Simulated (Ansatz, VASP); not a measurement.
**Two plane-wave programs on LiH**

```
Li H
1.0
     0.00000    2.05650    2.05650
     2.05650    0.00000    2.05650
     2.05650    2.05650    0.00000
Li H
1 1
Cartesian
  0.0000 0.0000 0.0000
  2.0565 2.0565 2.0565
```

Alike in both runs: task relaxation of cell and atoms; functional PBE; k mesh 10 × 10 × 10; occupations gaussian, width 0.02 eV; no spin polarisation.

|  | VASP | Ansatz |
| --- | --- | --- |
| version | VASP 6.6.1 | Ansatz 0.2.0 |
| potentials or method | VASP PAW PBE potentials, release 64 (Li_sv, H), cutoff 600 eV | scalar-relativistic, plane waves, PAW |
| valence electrons in the cell | 4 | 4 |

VASP gave:

* gap on the k mesh at the Fermi level, each at its own relaxed structure (eV): 2.97
* relaxed volume (Å³/atom): 7.98
* relaxed cell length with the largest relative difference (Å): 2.826

Problem. What did Ansatz give for the same quantities?

Solution. gap on the k mesh at the Fermi level, each at its own relaxed structure (eV): 2.98; relaxed volume (Å³/atom): 8.05; relaxed cell length with the largest relative difference (Å): 2.834.

Noted on VASP's run: the cutoff is short for stress, so the pressure is rough.
